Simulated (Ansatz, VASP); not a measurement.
## Si: VASP beside Ansatz

```
Si
1.0
     0.00000    2.73499    2.73499
     2.73499    0.00000    2.73499
     2.73499    2.73499    0.00000
Si
2
Direct
  0.00000 0.00000 0.00000
  0.25000 0.25000 0.25000
```

Alike in both runs: functional PBE; k mesh 10 × 10 × 10; occupations gaussian, width 0.02 eV; no spin polarisation.

Ansatz relaxed the structure, and its values are those at the end. VASP's run is a single point on that final structure, the one shown.

```csv
,VASP,Ansatz
version,VASP 6.6.1,Ansatz 0.2.0
potentials or method,"VASP PAW PBE potentials, release 64 (Si), cutoff 500 eV","scalar-relativistic, plane waves, PAW"
valence electrons in the cell,8,8
```

VASP gave:

* gap on the k mesh at the Fermi level (eV): 0.62
* least direct gap on the mesh (eV): 2.56
* pressure (GPa): -0.1

**Question.** Estimate Ansatz's values.

**Answer.** gap on the k mesh at the Fermi level (eV): 0.62; least direct gap on the mesh (eV): 2.55; pressure (GPa): 0.0.

With one functional, cell and mesh, what is left measures potentials, basis and numerics.
